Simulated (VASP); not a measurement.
# Sc in VASP: a series of runs, part 2 of 2

VASP 6.6.1. Earlier steps stand in the parts before.

### Step 5. Relaxation of cell and atoms, PBEsol

This run uses another cell than the first one, of 24.35 Å³/atom, 1.420 times its volume.

File INCAR:

```
SYSTEM = Sc
PREC = Accurate
ENCUT = 600
EDIFF = 1E-7
ISMEAR = -1
SIGMA = 0.05
LREAL = .FALSE.
LASPH = .TRUE.
NELM = 100
ALGO = Normal
ISIF = 3
LWAVE = .FALSE.
LCHARG = .FALSE.
GGA = PS
IBRION = 2
NSW = 60
EDIFFG = -0.01
```

File KPOINTS:

```
Automatic mesh
0
G
  10 10 10
  0 0 0
```

File POSCAR:

```
Sc
1.0
    3.2019616822      0.0000000000      0.0000000000
    1.5021078373      2.8441406042      0.0000000000
    1.5489936237      0.9264468030      2.6741812389
Sc
1
Direct
    0.0000000000      0.0000000000      0.0000000000
```

Potentials or basis: VASP PAW PBE potentials, release 64 (Sc_sv).

The run is started by

```bash
$ cat potpaw_PBE.64/Sc_sv/POTCAR > POTCAR
$ mpirun -np 1 vasp_std > vasp.out
```

OUTCAR:

```text
SYSTEM = Sc
   PREC = Accurate
   ENCUT = 600
   EDIFF = 1E-7
   ISMEAR = -1
   LREAL = .FALSE.
   LASPH = .TRUE.
   NELM = 100
   ISIF = 3
   GGA = PS
   IBRION = 2
   NSW = 60
   EDIFFG = -0.01

 ion  position               nearest neighbor table
   1  0.000  0.000  0.000-

  LATTYP: Found a triclinic cell.
 ALAT       =     5.5387539049
 B/A-ratio  =     0.5824933604
 C/A-ratio  =     0.5982217248
 COS(alpha) =     0.0001760715
 COS(beta)  =     0.3017446046
 COS(gamma) =     0.8601547047

  Lattice vectors:

 A1 = (  -3.0511014610,  -3.7705874072,  -2.6741812389)
 A2 = (  -1.5489936237,  -0.9264468030,  -2.6741812389)
 A3 = (   1.6998538449,  -2.8441406042,   0.0000000000)

Analysis of symmetry for initial positions (statically):
=====================================================================
 Subroutine PRICEL returns:
 Original cell was already a primitive cell.

 Routine SETGRP: Setting up the symmetry group for a
 triclinic supercell.

 Subroutine GETGRP returns: Found  2 space group operations
 (whereof  2 operations were pure point group operations)
 out of a pool of  2 trial point group operations.

The static configuration has the point symmetry S_2 .

[... 168 lines left out ...]
  in kB       -5.5952637    -19.6299584    -19.6179948      9.8453250      4.1106801      4.9672886
  external PRESSURE =     -14.9477390 kB  Pullay stress =       0.0000000 kB
[... 267 lines left out ...]
--------------------------------------- Ionic step        9  -------------------------------------------

 number of electron      11.0000001 magnetization

 Free energy of the ion-electron system (eV)
  ---------------------------------------------------
  ext. energy  EPLUGINS =         0.00000000
  ---------------------------------------------------
  free energy    TOTEN  =        -6.56589179 eV

  energy without entropy =       -6.54943242  energy(sigma->0) =       -6.55766211

 E-fermi :   3.8752     XC(G=0): -10.1582

 val. band max:        3.8712883167   @ k =  -0.2000   0.4000   0.2000
 cond. band min:       3.9159994770   @ k =   0.2000   0.4000   0.0000
 fundamental gap:      0.0447111603
 Fermi energy:         3.8751788129

 k-point     1 :       0.0000    0.0000    0.0000
  band No.  band energies     occupation
      1     -45.2298      2.00000
      2     -23.7081      2.00000
      3     -23.7078      2.00000
      4     -23.7073      2.00000
      5      -1.3959      2.00000
      6       5.5085      0.00000
      7       5.5105      0.00000
      8       5.5244      0.00000
      9       6.9691      0.00000
[... 265 lines left out ...]
 k-point    24 :      -0.3000    0.2000   -0.0000
  band No.  band energies     occupation
      1     -45.1576      2.00000
      2     -24.0591      2.00000
      3     -23.8782      2.00000
      4     -23.7686      2.00000
      5       2.0658      2.00000
      6       4.1321      0.01167
      7       4.7628      0.00000
      8       6.0424      0.00000
      9       7.0388      0.00000

 [... further k-points ...]

------------------------ aborting loop because EDIFF is reached ----------------------------------------

  FORCE on cell =-STRESS in cart. coord.  units (eV):
  Direction    XX          YY          ZZ          XY          YZ          ZX
  --------------------------------------------------------------------------------------
  -------------------------------------------------------------------------------------
  Total        0.0021066     -0.0044000     -0.0069890      0.0047356      0.0006986      0.0002895
  in kB        0.1427464     -0.2981437     -0.4735759      0.3208852      0.0473383      0.0196166
  external PRESSURE =      -0.2096577 kB  Pullay stress =       0.0000000 kB
[... 16 lines left out ...]
  FREE ENERGIE OF THE ION-ELECTRON SYSTEM (eV)
  ---------------------------------------------------
  free  energy   TOTEN  =        -6.5658917913 eV

  energy  without entropy=       -6.5494324195  energy(sigma->0) =       -6.55766211

 reached required accuracy - stopping structural energy minimisation
```

CONTCAR:

```text
Sc
   1.00000000000000
     3.2188649237302318    0.0540112350614902    0.0133252124727838
     1.5579677603841979    2.8176089374497293    0.0184304507835007
     1.5841960220624394    0.9472566895586984    2.6419896923144104
  Sc
     1
Direct
     1.0000000000000000    0.0000000000000000    0.0000000000000000

  0.00000000E+00  0.00000000E+00  0.00000000E+00
```

It took 7.2 min on 1 thread of AMD EPYC 9R45 (Zen 5), shared host; peak memory 0.27 GiB.

Results:

```yaml
Free_energy: -6.5659 eV
Relaxed_volume: 23.64 Å³/atom
Relaxed_cell: a = 3.219 Å, b = 3.220 Å, c = 3.223 Å, α = 60.02°, β = 60.01°, γ = 60.10°
Space_group_after_relaxing_to_0.05_Å: Fm-3m (No. 225)
Energy_gained_by_relaxing: 8.5 meV/atom
Ionic_steps: 9
Pressure_after_relaxing: 0.0 GPa
```

Step by step:
```tsv
step	energy change (eV)	largest force (eV/Å)	pressure (GPa)	volume (Å³)
1	0.0000	0.0000	-1.49	24.35
2	-0.0070	0.0000	0.19	23.56
3	-0.0071	0.0000	0.46	23.44
4	-0.0083	0.0000	0.17	23.56
5	-0.0085	0.0000	0.05	23.62
6	-0.0085	0.0000	-0.01	23.64
7	-0.0085	0.0000	-0.09	23.68
8	-0.0085	0.0000	-0.05	23.66
9	-0.0085	0.0000	-0.02	23.64
```

Final structure:
```
Sc
1.0
     3.21886    0.05401    0.01333
     1.55797    2.81761    0.01843
     1.58420    0.94726    2.64199
Sc
1
Direct
  0.00000 0.00000 0.00000
```

Caveat: the PAW data sets were made with another functional, which shifts forces and pressure a little.

### Step 6. Single point, PBE

This run uses another cell than the first one, of 24.35 Å³/atom, 1.420 times its volume.

File INCAR:

```
ALGO = Fast ; EDIFF = 1E-6
ENCUT = 520 ; GGA = PE
ISIF = 2 ; ISMEAR = -1
LASPH = T ; LCHARG = F
LREAL = F ; LWAVE = F
NBANDS = 12 ; NELM = 60
PREC = Accurate ; SIGMA = 0.05
```

File KPOINTS:

```
k-points
0
Gamma
  10 10 10
```

POSCAR is that of step 5.

Potentials or basis: VASP PAW PBE potentials, release 64 (Sc_sv).

The run is started by

```bash
$ cat potpaw_PBE.64/Sc_sv/POTCAR > POTCAR
$ mpirun -np 1 vasp_std > vasp.out
```

OUTCAR:

```text
EDIFF = 1E-6
   ENCUT = 520
   GGA = PE
   ISIF = 2
   ISMEAR = -1
   LASPH = T
   LREAL = F
   NELM = 60
   PREC = Accurate

 ion  position               nearest neighbor table
   1  0.000  0.000  0.000-

  LATTYP: Found a triclinic cell.
 ALAT       =     5.5387539049
 B/A-ratio  =     0.5824933604
 C/A-ratio  =     0.5982217248
 COS(alpha) =     0.0001760715
 COS(beta)  =     0.3017446046
 COS(gamma) =     0.8601547047

  Lattice vectors:

 A1 = (  -3.0511014610,  -3.7705874072,  -2.6741812389)
 A2 = (  -1.5489936237,  -0.9264468030,  -2.6741812389)
 A3 = (   1.6998538449,  -2.8441406042,   0.0000000000)

Analysis of symmetry for initial positions (statically):
=====================================================================
 Subroutine PRICEL returns:
 Original cell was already a primitive cell.

 Routine SETGRP: Setting up the symmetry group for a
 triclinic supercell.

 Subroutine GETGRP returns: Found  2 space group operations
 (whereof  2 operations were pure point group operations)
 out of a pool of  2 trial point group operations.

The static configuration has the point symmetry S_2 .

Analysis of symmetry for dynamics (positions and initial velocities):
=====================================================================
 Subroutine PRICEL returns:
 Original cell was already a primitive cell.

 Routine SETGRP: Setting up the symmetry group for a
 triclinic supercell.

 Subroutine GETGRP returns: Found  2 space group operations
 (whereof  2 operations were pure point group operations)
 out of a pool of  2 trial point group operations.

The dynamic configuration has the point symmetry S_2 .

 Subroutine INISYM returns: Found  2 space group operations
 (whereof  2 operations are pure point group operations),
 and found     1 'primitive' translations

[... 117 lines left out ...]
   GGA     = PE    functional components
   LHFCALC =     F    Hartree Fock is set to
   AEXX    =    0.0000 exact exchange contribution
   IVDW    =     0    specifies the selected vdW correction
   LEPSILON=     F    determine dielectric tensor
   LRPA    =     F    only Hartree local field effects (RPA)
 non-spin polarized calculation
 RMM-DIIS sequential band-by-band and
  energy-cutoff  :      520.00
  volume of cell :       24.35
 maximum number of plane-waves:       669
   NGX = 11   NGY = 11   NGZ = 11

 number of electron      11.0000001 magnetization

 Free energy of the ion-electron system (eV)
  ---------------------------------------------------
  ext. energy  EPLUGINS =         0.00000000
  ---------------------------------------------------
  free energy    TOTEN  =        -6.20183353 eV

  energy without entropy =       -6.18398063  energy(sigma->0) =       -6.19290708

 E-fermi :   3.8074     XC(G=0):  -9.9229

 val. band max:        3.8073868431   @ k =   0.5000  -0.4000   0.4000
 cond. band min:       3.8075771866   @ k =  -0.3000   0.4000   0.2000
 fundamental gap:      0.0001903434
 Fermi energy:         3.8074435994

 k-point     1 :       0.0000    0.0000    0.0000
  band No.  band energies     occupation
      1     -45.5948      2.00000
      2     -24.0109      2.00000
      3     -24.0086      2.00000
      4     -23.9918      2.00000
      5      -1.4008      2.00000
      6       5.2516      0.00000
      7       5.3313      0.00000
      8       5.6208      0.00000
      9       6.7643      0.00000
     10       6.8684      0.00000
     11      16.3520      0.00000
     12      19.4325      0.00000
[... 331 lines left out ...]
 k-point    24 :      -0.3000    0.2000   -0.0000
  band No.  band energies     occupation
      1     -45.5349      2.00000
      2     -24.3025      2.00000
      3     -24.1570      2.00000
      4     -24.0545      2.00000
      5       1.9046      2.00000
      6       4.0856      0.00765
      7       4.6422      0.00000
      8       6.0079      0.00000
      9       6.8993      0.00000
     10       8.1689      0.00000
     11      12.2932      0.00000
     12      14.2790      0.00000

 [... further k-points ...]

------------------------ aborting loop because EDIFF is reached ----------------------------------------

  FORCE on cell =-STRESS in cart. coord.  units (eV):
  Direction    XX          YY          ZZ          XY          YZ          ZX
  --------------------------------------------------------------------------------------
  -------------------------------------------------------------------------------------
  Total        0.2509907      0.0353808      0.0347255      0.1512131      0.0647072      0.0788151
  in kB       16.5123988      2.3276605      2.2845531      9.9481435      4.2570117      5.1851588
  external PRESSURE =       7.0415375 kB  Pullay stress =       0.0000000 kB

 VOLUME and BASIS-vectors are now :
 -----------------------------------------------------------------------------
  energy-cutoff  :      520.00
  volume of cell :       24.35
      direct lattice vectors                 reciprocal lattice vectors
     3.201961682  0.000000000  0.000000000     0.312308547 -0.164943011 -0.123758636
     1.502107837  2.844140604  0.000000000     0.000000000  0.351600058 -0.121808778
     1.548993624  0.926446803  2.674181239     0.000000000  0.000000000  0.373946233

 POSITION                                       TOTAL-FORCE (eV/Angst)
 -----------------------------------------------------------------------------------
      0.00000      0.00000      0.00000         0.000000      0.000000      0.000000
 -----------------------------------------------------------------------------------
    total drift:                               -0.000000      0.000000      0.000000

  FREE ENERGIE OF THE ION-ELECTRON SYSTEM (eV)
  ---------------------------------------------------
  free  energy   TOTEN  =        -6.2018335337 eV

  energy  without entropy=       -6.1839806281  energy(sigma->0) =       -6.19290708
```

stdout:

```text
POSCAR found type information on POSCAR Sc
 POSCAR found :  1 types and       1 ions
 scaLAPACK will be used
 LDA part: xc-table for (Slater+PW92), standard interpolation
 POSCAR, INCAR and KPOINTS ok, starting setup
 FFT: planning ... GRIDC
 FFT: planning ... GRID_SOFT
 FFT: planning ... GRID
 WAVECAR not read
 entering main loop
```

Run time: 4.5 min. Hardware: 1 thread of AMD EPYC 7R13, shared host; peak memory 0.22 GiB.

What came out:

```
Free energy : -6.2018 eV
Pressure    : 0.7 GPa
```

Stress tensor (GPa, compression positive):
```
1.65 0.99 0.52
0.99 0.23 0.43
0.52 0.43 0.23
```

Levels at points of the mesh, in eV from the Fermi level:
```csv
k point,band 3,band 4,band 5,band 6,band 7,band 8
"(0.00, 0.00, 0.00)",-27.82,-27.80,-5.21,1.44,1.52,1.81
"(0.50, 0.00, 0.00)",-27.86,-27.86,-1.79,0.19,1.36,1.66
"(0.00, 0.50, 0.00)",-27.86,-27.85,-1.81,0.14,1.38,1.67
"(0.50, 0.50, 0.00)",-27.98,-27.95,-1.53,-0.66,2.11,3.88
"(0.00, 0.00, 0.50)",-27.86,-27.86,-1.79,0.19,1.28,1.74
"(0.50, 0.00, 0.50)",-27.97,-27.94,-1.55,-0.63,1.90,3.87
"(0.00, 0.50, 0.50)",-27.97,-27.94,-1.55,-0.63,1.89,3.88
"(0.50, 0.50, 0.50)",-27.89,-27.88,-1.70,0.51,1.35,1.49
```

### Step 7. Summary

```csv
task,level,cell,cutoff (eV),smearing,gap on the mesh (eV),pressure (GPa),relaxed volume (Å³/atom)
single point,RPBE+D3(BJ),"a = 2.895 Å, angles 60.0°, 1 atom",520,gaussian 0.1 eV,none,0.2,-
relaxation of cell and atoms,BLYP,"relaxed from a = 3.202, b = 3.216, c = 3.226 Å, angles 61.4, 61.3, 62.2°, 1 atom",600,fermi-dirac 0.05 eV,none,0.0,25.00
single point,PBEsol,"a = 3.219, b = 3.219, c = 3.222 Å, angles 60.0, 60.0, 60.1°, 1 atom",520,fermi-dirac 0.05 eV,none,0.0,-
relaxation of cell and atoms,PBEsol,"relaxed from a = 3.202, b = 3.216, c = 3.226 Å, angles 61.4, 61.3, 62.2°, 1 atom",600,fermi-dirac 0.05 eV,none,0.0,23.64
single point,PBE,"a = 3.202, b = 3.216, c = 3.226 Å, angles 61.4, 61.3, 62.2°, 1 atom",520,fermi-dirac 0.05 eV,none,0.7,-
```

Alike in all rows: potentials or basis VASP PAW PBE potentials, release 64 (Sc_sv); no spin polarisation; k mesh 10 × 10 × 10.

Caveats: the PAW data sets were made with another functional, which shifts forces and pressure a little (some runs); pairwise dispersion overbinds metals, which lowers pressure and volume (some runs).

Absolute energies hang on the potentials; compare differences alone.
